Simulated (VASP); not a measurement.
# MnS (F-43m) in VASP: single point with r2SCAN

Aim: the single point of MnS with r2SCAN.

Program: VASP 6.6.1. These are calculated values, not measurements. Logs are shortened: lines on timing, memory, paths and dates and some standing lists are left out, and cuts for length are marked.

### Step 1. The cell of the first run

The structure is cubic, space group F-43m (No. 216). Conventional cell: a = 5.600 Å, b = 5.600 Å, c = 5.600 Å, α = 90.00°, β = 90.00°, γ = 90.00°. Within 3.2 Å of Mn (site symmetry -43m) lie 4 S at 2.42 Å. Within 3.2 Å of S (site symmetry -43m) lie 4 Mn at 2.42 Å.

### Step 2. Single point, r2SCAN, collinear spin, ferromagnetic start

POSCAR reads:

```
MnS
1.0
    0.0000000000      2.8000000000      2.8000000000
    2.8000000000      0.0000000000      2.8000000000
    2.8000000000      2.8000000000      0.0000000000
Mn S
1 1
Direct
    0.0000000000      0.0000000000      0.0000000000
    0.7500000000      0.7500000000      0.7500000000
```

INCAR.step1 reads:

```
SYSTEM = MnS
ALGO = Normal ; EDIFF = 1E-4
ENCUT = 520 ; GGA = PE
ISMEAR = 0 ; ISPIN = 2
LASPH = .TRUE. ; LCHARG = .FALSE.
LMAXMIX = 4 ; LREAL = .FALSE.
LWAVE = .TRUE. ; MAGMOM = 4.73 0.12
NBANDS = 20 ; NELM = 150
PREC = Accurate ; SIGMA = 0.05
```

INCAR.step2 reads:

```
SYSTEM = MnS
ALGO = Normal ; EDIFF = 1E-7
ENCUT = 520 ; ISIF = 2
ISMEAR = 0 ; ISPIN = 2
ISTART = 1 ; LASPH = .TRUE.
LCHARG = .FALSE. ; LMAXMIX = 4
LMIXTAU = .TRUE. ; LORBIT = 11
LREAL = .FALSE. ; LWAVE = .FALSE.
MAGMOM = 4.73 0.12 ; METAGGA = R2SCAN
NBANDS = 20 ; NELM = 150
PREC = Accurate ; SIGMA = 0.05
```

KPOINTS reads:

```
k-points
0
G
  10 10 10
  0 0 0
```

Potentials or basis: VASP PAW PBE potentials, release 64 (Mn_pv, S).

Run with:

```bash
> cat potpaw_PBE.64/Mn_pv/POTCAR potpaw_PBE.64/S/POTCAR > POTCAR
> cp INCAR.step1 INCAR
> mpirun -np 1 vasp_std > vasp.out
> cp INCAR.step2 INCAR
> mpirun -np 1 vasp_std > vasp.out
```

OUTCAR:

```text
SYSTEM = MnS
   EDIFF = 1E-7
   ENCUT = 520
   ISIF = 2
   ISMEAR = 0
   ISPIN = 2
   ISTART = 1
   LASPH = .TRUE.
   LORBIT = 11
   LREAL = .FALSE.
   METAGGA = R2SCAN
   NELM = 150
   PREC = Accurate

 ion  position               nearest neighbor table
   1  0.000  0.000  0.000-   2 2.42   2 2.42   2 2.42   2 2.42
   2  0.750  0.750  0.750-   1 2.42   1 2.42   1 2.42   1 2.42

  LATTYP: Found a face centered cubic cell.
 ALAT       =     5.6000000000

  Lattice vectors:

 A1 = (   0.0000000000,   2.8000000000,   2.8000000000)
 A2 = (   2.8000000000,   0.0000000000,   2.8000000000)
 A3 = (   2.8000000000,   2.8000000000,   0.0000000000)

Analysis of symmetry for initial positions (statically):
=====================================================================
 Subroutine PRICEL returns:
 Original cell was already a primitive cell.

 Routine SETGRP: Setting up the symmetry group for a
 face centered cubic supercell.

 Subroutine GETGRP returns: Found 24 space group operations
 (whereof 24 operations were pure point group operations)
 out of a pool of 48 trial point group operations.

The static configuration has the point symmetry T_d .

Analysis of symmetry for dynamics (positions and initial velocities):
=====================================================================
 Subroutine PRICEL returns:
 Original cell was already a primitive cell.

 Routine SETGRP: Setting up the symmetry group for a
 face centered cubic supercell.

 Subroutine GETGRP returns: Found 24 space group operations
 (whereof 24 operations were pure point group operations)
 out of a pool of 48 trial point group operations.

The dynamic configuration has the point symmetry T_d .

Analysis of structural, dynamic, and magnetic symmetry:
=====================================================================
 Subroutine PRICEL returns:
 Original cell was already a primitive cell.

 Routine SETGRP: Setting up the symmetry group for a
 face centered cubic supercell.

 Subroutine GETGRP returns: Found 24 space group operations
 (whereof 24 operations were pure point group operations)
 out of a pool of 48 trial point group operations.

The overall configuration has the point symmetry T_d .

 Subroutine INISYM returns: Found 24 space group operations
 (whereof 24 operations are pure point group operations),
 and found     1 'primitive' translations

----------------------------------------------------------------------------------------

                                     Primitive cell

  volume of cell :      43.9040

[... 107 lines left out ...]
     AMIX     =   0.40;   BMIX     =  1.00
     AMIX_MAG =   1.60;   BMIX_MAG =  1.00
  volume/ion in A,a.u.               =      21.95       148.14
  Fermi-wavevector in a.u.,A,eV,Ry     =   1.238297  2.340041 20.862879  1.533378
  Thomas-Fermi vector in A             =   2.372828
   LORBIT       =     11    0 simple, 1 ext, 2 COOP (PROOUT), +10 PAW based schemes
   METAGGA = R2SCAN    functional components
   LHFCALC =     F    Hartree Fock is set to
   AEXX    =    0.0000 exact exchange contribution
   IVDW    =     0    specifies the selected vdW correction
   LEPSILON=     F    determine dielectric tensor
   LRPA    =     F    only Hartree local field effects (RPA)
 spin polarized calculation
 Gauss-broadening in eV      SIGMA  =   0.05
  energy-cutoff  :      520.00
  volume of cell :       43.90
 maximum number of plane-waves:      1243
 NGX is ok and might be reduce to    30
   NGX = 15   NGY = 15   NGZ = 15

 number of electron      18.9999987 magnetization       4.9999983

 Free energy of the ion-electron system (eV)
  ---------------------------------------------------
  ext. energy  EPLUGINS =         0.00000000
  ---------------------------------------------------
  free energy    TOTEN  =       -24.87436005 eV

  energy without entropy =      -24.87436005  energy(sigma->0) =      -24.87436005

 E-fermi :   4.7185     XC(G=0):  -9.8670

 val. band max:        4.4158547524   @ k =   0.0000   0.0000   0.0000
 cond. band min:       4.9888172860   @ k =   0.5000   0.5000   0.0000
 fundamental gap:      0.5729625336
 Fermi energy:         4.7184965283

 spin component 1

 k-point     1 :       0.0000    0.0000    0.0000
  band No.  band energies     occupation
      1     -48.7356      1.00000
      2     -48.7356      1.00000
      3     -48.7354      1.00000
      4     -10.1052      1.00000
      5      -0.9063      1.00000
      6      -0.9063      1.00000
[... 541 lines left out ...]
     19      19.3045      0.00000
     20      20.0071      0.00000

 [... further k-points ...]

 spin component 2

 k-point     1 :       0.0000    0.0000    0.0000
  band No.  band energies     occupation
      1     -42.5490      1.00000
      2     -42.5490      1.00000
      3     -42.5489      1.00000
      4      -9.7726      1.00000
      5       1.1000      1.00000
      6       1.1000      1.00000
[... 541 lines left out ...]
     19      20.3083      0.00000
     20      21.0566      0.00000

 [... further k-points ...]
[... 5 lines left out ...]
  --------------------------------------------------------------------------------------
  -------------------------------------------------------------------------------------
  Total        0.5066184      0.5066184      0.5066184      0.0000000     -0.0000000      0.0000000
  in kB       18.4878955     18.4878955     18.4878955      0.0000000     -0.0000000      0.0000000
  external PRESSURE =      18.4878955 kB  Pullay stress =       0.0000000 kB

 VOLUME and BASIS-vectors are now :
 -----------------------------------------------------------------------------
  energy-cutoff  :      520.00
  volume of cell :       43.90
      direct lattice vectors                 reciprocal lattice vectors
     0.000000000  2.800000000  2.800000000    -0.178571429  0.178571429  0.178571429
     2.800000000  0.000000000  2.800000000     0.178571429 -0.178571429  0.178571429
     2.800000000  2.800000000  0.000000000     0.178571429  0.178571429 -0.178571429

 POSITION                                       TOTAL-FORCE (eV/Angst)
 -----------------------------------------------------------------------------------
      0.00000      0.00000      0.00000        -0.000000     -0.000000     -0.000000
      4.20000      4.20000      4.20000         0.000000      0.000000      0.000000
 -----------------------------------------------------------------------------------
    total drift:                               -0.000001     -0.000001     -0.000001

  FREE ENERGIE OF THE ION-ELECTRON SYSTEM (eV)
  ---------------------------------------------------
  free  energy   TOTEN  =       -24.8743600460 eV

  energy  without entropy=      -24.8743600460  energy(sigma->0) =      -24.87436005

 total charge

# of ion       s       p       d       tot
------------------------------------------
    1        0.272   6.212   4.879  11.363
    2        1.302   2.498   0.000   3.800
--------------------------------------------------
tot          1.574   8.711   4.879  15.163

 magnetization (x)

# of ion       s       p       d       tot
------------------------------------------
    1        0.048   0.064   4.352   4.465
    2        0.013   0.064   0.000   0.077
--------------------------------------------------
tot          0.061   0.128   4.352   4.541
```

OUTCAR.step1:

```text
SYSTEM = MnS
   EDIFF = 1E-4
   ENCUT = 520
   GGA = PE
   ISMEAR = 0
   ISPIN = 2
[... 1347 lines left out ...]
      0.00000      0.00000      0.00000         0.000000      0.000000      0.000000
      4.20000      4.20000      4.20000        -0.000000     -0.000000     -0.000000
 -----------------------------------------------------------------------------------
    total drift:                                0.000000      0.000000      0.000000

  FREE ENERGIE OF THE ION-ELECTRON SYSTEM (eV)
  ---------------------------------------------------
  free  energy   TOTEN  =       -14.0815627418 eV

  energy  without entropy=      -14.0802813666  energy(sigma->0) =      -14.08092205
```

It took 3.4 min on 1 thread of Intel Xeon 6975P-C (Granite Rapids), shared host; peak memory 0.23 GiB.

What came out:

```
Free energy                                           : -24.8744 eV
Pressure                                              : 1.8 GPa
Band gap on the k mesh                                : 0.57 eV, indirect (least direct gap 1.24 eV)
Net moment                                            : 5.00 μB per cell
Site moments                                          : Mn +4.46; S +0.08 μB
Valence electrons inside the program's atomic spheres : Mn 11.36; S 3.80
```

Caveat: the PAW data sets were made with another functional, which shifts forces and pressure a little; a cell with one magnetic atom can't hold antiferromagnetic order, which such compounds often take.
